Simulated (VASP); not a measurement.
# WS2 (C2/c) in VASP: single point with PBEsol

Aim: the single point of WS2 with PBEsol.

Everything below comes from runs of VASP 6.6.1. Logs are shortened: lines on timing, memory, paths and dates and some standing lists are left out, and cuts for length are marked.

**1. The cell of the first run**

Symmetry: C2/c, No. 15, monoclinic system. Conventional cell: a = 3.147 Å, b = 5.449 Å, c = 12.700 Å, α = 90.00°, β = 92.68°, γ = 90.00°. Within 3.2 Å of W (site symmetry 2) lie 6 S at 2.40 Å and 6 W at 3.15 Å. S (site symmetry 1) has 3 W at 2.40 Å and 7 S at 3.13 to 3.15 Å within 3.2 Å.

**2. Single point, PBEsol (engineering shear strain xz -0.0467, engineering shear strain yz +0.0000)**

INCAR reads:

```
PREC     = Accurate       # precision mode
ENCUT    = 520            # plane-wave cutoff, eV
EDIFF    = 1E-7           # SCF threshold, eV
ISMEAR   = 0              # smearing method
SIGMA    = 0.05           # smearing width, eV
LREAL    = False          # projectors in reciprocal space
LASPH    = True           # aspherical terms in the spheres
NELM     = 80             # most SCF steps
ALGO     = Normal         # electronic algorithm
ISIF     = 2              # what is computed and relaxed
LWAVE    = False          # write WAVECAR
LCHARG   = False          # write CHGCAR
GGA      = PS             # functional
NBANDS   = 35             # bands
```

KPOINTS reads:

```
Automatic mesh
0
Gamma
  12 12 2
```

POSCAR reads:

```
WS2
1.0
    3.1462408358      0.0000000000     -0.0734647235
   -1.5731204179      2.7247244902      0.0367323618
   -0.2964668872     -0.0000000001     12.6966546967
W S
2 4
Direct
    0.3276863975      0.6553727950      0.2500000000
    0.6723136025      0.3446272050      0.7500000000
    0.3162089408      0.6779632517      0.6264905293
    0.6382456892      0.3220367483      0.1264905293
    0.3617543108      0.6779632517      0.8735094707
    0.6837910592      0.3220367483      0.3735094707
```

Potentials or basis: VASP PAW PBE potentials, release 64 (W_sv, S).

On the command line:

```bash
> cat potpaw_PBE.64/W_sv/POTCAR potpaw_PBE.64/S/POTCAR > POTCAR
> mpirun -np 1 vasp_std > vasp.out
```

OUTCAR:

```text
PREC = Accurate
   ENCUT = 520
   EDIFF = 1E-7
   ISMEAR = 0
   LREAL = False
   LASPH = True
   NELM = 80
   ISIF = 2
   GGA = PS

 ion  position               nearest neighbor table
   1  0.328  0.655  0.250-   4 2.40   6 2.40   4 2.40   6 2.40   6 2.40   4 2.40
   2  0.672  0.345  0.750-   5 2.40   3 2.40   5 2.40   3 2.40   3 2.40   5 2.40
   3  0.316  0.678  0.626-   2 2.40   2 2.40   2 2.40
   4  0.638  0.322  0.126-   1 2.40   1 2.40   1 2.40
   5  0.362  0.678  0.874-   2 2.40   2 2.40   2 2.40
   6  0.684  0.322  0.374-   1 2.40   1 2.40   1 2.40

  LATTYP: Found a base centered monoclinic cell.
 ALAT       =     3.1470984196
 B/A-ratio  =     1.7315788240
 C/A-ratio  =     4.0354999376
 COS(beta)  =    -0.0466745520

  Lattice vectors:

 A1 = (   1.5731204179,  -2.7247244902,  -0.0367323618)
 A2 = (   1.5731204179,   2.7247244902,  -0.0367323617)
 A3 = (  -0.2964668872,  -0.0000000001,  12.6966546967)

Analysis of symmetry for initial positions (statically):
=====================================================================
 Subroutine PRICEL returns:
 Original cell was already a primitive cell.

 Routine SETGRP: Setting up the symmetry group for a
 base centered monoclinic supercell.

 Subroutine GETGRP returns: Found  4 space group operations
 (whereof  2 operations were pure point group operations)
 out of a pool of  4 trial point group operations.

The static configuration has the point symmetry S_2 .
 The point group associated with its full space group is C_2h.

Analysis of symmetry for dynamics (positions and initial velocities):
=====================================================================
 Subroutine PRICEL returns:
 Original cell was already a primitive cell.

 Routine SETGRP: Setting up the symmetry group for a
 base centered monoclinic supercell.

 Subroutine GETGRP returns: Found  4 space group operations
 (whereof  2 operations were pure point group operations)
 out of a pool of  4 trial point group operations.

The dynamic configuration has the point symmetry S_2 .
 The point group associated with its full space group is C_2h.

 Subroutine INISYM returns: Found  4 space group operations
 (whereof  2 operations are pure point group operations),
 and found     1 'primitive' translations

----------------------------------------------------------------------------------------

                                     Primitive cell

  volume of cell :     108.7845

  direct lattice vectors                    reciprocal lattice vectors
     3.146240836  0.000000000 -0.073464723     0.318013010  0.183504792  0.007425604
    -1.573120418  2.724724490  0.036732362     0.000000000  0.367009583  0.000000000
    -0.296466887 -0.000000000 12.696654697     0.001840070 -0.000000000  0.078803870

  length of vectors
     3.147098420  3.146455254 12.700115476     0.367234834  0.367009583  0.078825349

  position of ions in fractional coordinates (direct lattice)
     0.327686398  0.655372795  0.250000000
     0.672313602  0.344627205  0.750000000
     0.316208941  0.677963252  0.626490529
     0.638245689  0.322036748  0.126490529
     0.361754311  0.677963252  0.873509471
     0.683791059  0.322036748  0.373509471

  ion indices of the primitive-cell ions
   primitive index   ion index
                 1           1
                 2           2
                 3           3
                 4           4
                 5           5
                 6           6

----------------------------------------------------------------------------------------

 KPOINTS: Automatic mesh

Automatic generation of k-mesh.
 Grid dimensions read from file:
 generate k-points for:   12   12    2

 Generating k-lattice:

  Cartesian coordinates                     Fractional coordinates (reciprocal lattice)
     0.026501084  0.015292066  0.000618800     0.083333333  0.000000000  0.000000000
     0.000000000  0.030584132  0.000000000     0.000000000  0.083333333  0.000000000
     0.000920035 -0.000000000  0.039401935     0.000000000  0.000000000  0.500000000

  Length of vectors
     0.030602903  0.030584132  0.039412675

  Shift w.r.t. Gamma in fractional coordinates (k-lattice)
     0.000000000  0.000000000  0.000000000

 Subroutine IBZKPT returns following result:
 ===========================================

 Found     86 irreducible k-points:

 Following reciprocal coordinates:
            Coordinates               Weight
  0.000000  0.000000  0.000000      1.000000
  0.083333  0.000000 -0.000000      4.000000
  0.166667  0.000000 -0.000000      4.000000
  0.250000  0.000000  0.000000      4.000000
  0.333333  0.000000 -0.000000      4.000000
  0.416667  0.000000  0.000000      4.000000
[... 16 lines left out ...]
  0.333333  0.166667  0.000000      4.000000
  0.416667  0.166667  0.000000      4.000000
 [... further k-points ...]
   k-points           NKPTS =     86   k-points in BZ     NKDIM =     86   number of bands    NBANDS=     35
   number of dos      NEDOS =    301   number of ions     NIONS =      6
   total plane-waves  NPLWV =  55296
   dimension x,y,z NGX =    24 NGY =   24 NGZ =   96
   dimension x,y,z NGXF=    48 NGYF=   48 NGZF=  192
   ions per type =               2   4
   NGX,Y,Z   is equivalent  to a cutoff of  12.68, 12.68, 12.57 a.u.
   NGXF,Y,Z  is equivalent  to a cutoff of  25.36, 25.36, 25.13 a.u.
 SYSTEM =  unknown system
   PREC   = accura    normal or accurate (medium, high low for compatibility)
   ISTART =      0    job   : 0-new  1-cont  2-samecut
   ICHARG =      2    charge: 1-file 2-atom 10-const
   ISPIN  =      1    spin polarized calculation?
   LNONCOLLINEAR =      F non collinear calculations
   LSORBIT =      F    spin-orbit coupling
   LASPH  =      T    aspherical Exc in radial PAW
   ENCUT  =  520.0 eV  38.22 Ry    6.18 a.u.   5.85  5.85 23.61*2*pi/ulx,y,z
   NELM   =     80;   NELMIN=  2; NELMDL= -5     # of ELM steps
   EDIFF  = 0.1E-06   stopping-criterion for ELM
   LREAL  =      F    real-space projection
   EDIFFG = 0.1E-05   stopping-criterion for IOM
   NSW    =      0    number of steps for IOM
   IBRION =     -1    ionic relax: 0-MD 1-quasi-New 2-CG
   NFREE  =      0    steps in history (QN), initial steepest desc. (CG)
   ISIF   =      2    stress and relaxation
   ISYM   =      2    0-nonsym 1-usesym 2-fastsym
   POTIM  = 0.5000    time-step for ionic-motion
   TEBEG  =    0.0;   TEEND  =   0.0 temperature during run
   PSTRESS=    0.0 pullay stress
   NELECT =      52.0000    total number of electrons
   NUPDOWN=      -1.0000    fix difference up-down
   EMIN   =  10.00;   EMAX   =-10.00  energy-range for DOS
   EFERMI =   0.00;   METHOD = LEGACY
   ISMEAR =     0;   SIGMA  =   0.05  broadening in eV -4-tet -1-fermi 0-gaus
   EFERMI_NEDOS =   21; number of points for ismear=-14 and -15
   IALGO  =     38    algorithm
   IMIX   =      4    mixing-type and parameters
     AMIX     =   0.40;   BMIX     =  1.00
     AMIX_MAG =   1.60;   BMIX_MAG =  1.00
  volume/ion in A,a.u.               =      18.13       122.35
  Fermi-wavevector in a.u.,A,eV,Ry     =   1.280030  2.418907 22.292843  1.638478
  Thomas-Fermi vector in A             =   2.412482
   LORBIT       =      0    0 simple, 1 ext, 2 COOP (PROOUT), +10 PAW based schemes
   GGA     = PS    functional components
   LHFCALC =     F    Hartree Fock is set to
   AEXX    =    0.0000 exact exchange contribution
   IVDW    =     0    specifies the selected vdW correction
   LEPSILON=     F    determine dielectric tensor
   LRPA    =     F    only Hartree local field effects (RPA)
 non-spin polarized calculation
 Gauss-broadening in eV      SIGMA  =   0.05
  energy-cutoff  :      520.00
  volume of cell :      108.78
 maximum number of plane-waves:      2950
   NGX = 11   NGY = 11   NGZ = 47

 number of electron      52.0000000 magnetization

 Free energy of the ion-electron system (eV)
  ---------------------------------------------------
  ext. energy  EPLUGINS =         0.00000000
  ---------------------------------------------------
  free energy    TOTEN  =       -50.54687332 eV

  energy without entropy =      -50.54687332  energy(sigma->0) =      -50.54687332

 E-fermi :   7.2139     XC(G=0): -10.9435

 val. band max:        6.9834417119   @ k =   0.0000   0.0000   0.0000
 cond. band min:       8.0925307233   @ k =   0.1667   0.1667  -0.0000
 fundamental gap:      1.1090890114
 Fermi energy:         7.2139478645

 k-point     1 :       0.0000    0.0000    0.0000
  band No.  band energies     occupation
      1     -67.4486      2.00000
      2     -67.4486      2.00000
      3     -31.7267      2.00000
      4     -31.7267      2.00000
      5     -31.5333      2.00000
      6     -31.5333      2.00000
[... 27 lines left out ...]
     34       9.6794      0.00000
     35      11.8234      0.00000

 k-point     2 :       0.0833    0.0000   -0.0000
  band No.  band energies     occupation
      1     -67.4473      2.00000
      2     -67.4472      2.00000
      3     -31.7220      2.00000
      4     -31.7220      2.00000
      5     -31.5593      2.00000
      6     -31.5593      2.00000
[... 27 lines left out ...]
     34       9.6828      0.00000
     35      12.3774      0.00000

 k-point     3 :       0.1667    0.0000   -0.0000
  band No.  band energies     occupation
      1     -67.4436      2.00000
      2     -67.4436      2.00000
      3     -31.7091      2.00000
      4     -31.7091      2.00000
      5     -31.6300      2.00000
      6     -31.6299      2.00000
[... 27 lines left out ...]
     34      10.2170      0.00000
     35      13.4343      0.00000

 k-point     4 :       0.2500    0.0000    0.0000
  band No.  band energies     occupation
      1     -67.4386      2.00000
      2     -67.4386      2.00000
      3     -31.7251      2.00000
      4     -31.7251      2.00000
      5     -31.6914      2.00000
      6     -31.6914      2.00000
[... 27 lines left out ...]
     34      10.7756      0.00000
     35      13.7683      0.00000

 k-point     5 :       0.3333    0.0000   -0.0000
  band No.  band energies     occupation
      1     -67.4337      2.00000
      2     -67.4337      2.00000
      3     -31.8188      2.00000
      4     -31.8188      2.00000
      5     -31.6737      2.00000
      6     -31.6737      2.00000
[... 638 lines left out ...]
 k-point    22 :       0.2500    0.1667   -0.0000
  band No.  band energies     occupation
      1     -67.4318      2.00000
      2     -67.4318      2.00000
      3     -31.8186      2.00000
      4     -31.8186      2.00000
      5     -31.6672      2.00000
      6     -31.6672      2.00000
[... 27 lines left out ...]
     34      11.7451      0.00000
     35      13.4746      0.00000

 k-point    23 :       0.3333    0.1667    0.0000
  band No.  band energies     occupation
      1     -67.4287      2.00000
      2     -67.4287      2.00000
      3     -31.8640      2.00000
      4     -31.8640      2.00000
      5     -31.6713      2.00000
      6     -31.6713      2.00000
[... 27 lines left out ...]
     34      11.7858      0.00000
     35      12.4938      0.00000

 k-point    24 :       0.4167    0.1667    0.0000
  band No.  band energies     occupation
      1     -67.4275      2.00000
      2     -67.4275      2.00000
      3     -31.8803      2.00000
      4     -31.8803      2.00000
      5     -31.6815      2.00000
      6     -31.6815      2.00000
[... 27 lines left out ...]
     34      11.7307      0.00000
     35      12.1688      0.00000

 [... further k-points ...]

------------------------ aborting loop because EDIFF is reached ----------------------------------------

  FORCE on cell =-STRESS in cart. coord.  units (eV):
  Direction    XX          YY          ZZ          XY          YZ          ZX
  --------------------------------------------------------------------------------------
  -------------------------------------------------------------------------------------
  Total        0.0562351      0.1070382      0.2244031     -0.0000000      0.0000000      0.2887642
  in kB        0.8282299      1.5764576      3.3050068     -0.0000000      0.0000000      4.2529168
  external PRESSURE =       1.9032315 kB  Pullay stress =       0.0000000 kB

 VOLUME and BASIS-vectors are now :
 -----------------------------------------------------------------------------
  energy-cutoff  :      520.00
  volume of cell :      108.78
      direct lattice vectors                 reciprocal lattice vectors
     3.146240836  0.000000000 -0.073464723     0.318013010  0.183504792  0.007425604
    -1.573120418  2.724724490  0.036732362     0.000000000  0.367009583  0.000000000
    -0.296466887 -0.000000000 12.696654697     0.001840070 -0.000000000  0.078803870

 POSITION                                       TOTAL-FORCE (eV/Angst)
 -----------------------------------------------------------------------------------
     -0.07412      1.78571      3.17416         0.000000     -0.000330     -0.000000
      1.35077      0.93901      9.48576         0.000000      0.000330      0.000000
     -0.25738      1.84726      7.95601        -0.000639     -0.000260     -0.022113
      1.46397      0.87746      1.57095        -0.000639      0.000260     -0.022113
     -0.18732      1.84726     11.08898         0.000639     -0.000260      0.022113
      1.53404      0.87746      4.70392         0.000639      0.000260      0.022113
 -----------------------------------------------------------------------------------
    total drift:                               -0.000000      0.000000     -0.000000

  FREE ENERGIE OF THE ION-ELECTRON SYSTEM (eV)
  ---------------------------------------------------
  free  energy   TOTEN  =       -50.5468733179 eV

  energy  without entropy=      -50.5468733179  energy(sigma->0) =      -50.54687332
```

It took 11 min on 1 thread of Oxide Virtual Turin-like, shared host; peak memory 0.36 GiB.

What came out:

```
Free energy            : -50.5469 eV
Pressure               : 0.2 GPa
Largest force          : 0.022 eV/Å
Band gap on the k mesh : 1.11 eV (least direct gap 1.87 eV)
```

Forces in eV/Å, atoms in the order of the input:
```
W    0.000  0.000  0.000
W    0.000  0.000  0.000
S   -0.001  0.000 -0.022
S   -0.001  0.000 -0.022
S    0.001  0.000  0.022
S    0.001  0.000  0.022
```

Caveat: the cell differs from its parent crystal (engineering shear strain xz -0.0467, engineering shear strain yz +0.0000); the PAW data sets were made with another functional, which shifts forces and pressure a little; spin-orbit coupling is left out, which moves the levels of the heavy elements; this functional lacks dispersion, which binds layers or chains, so the pressure and a relaxed spacing across them are unreliable.
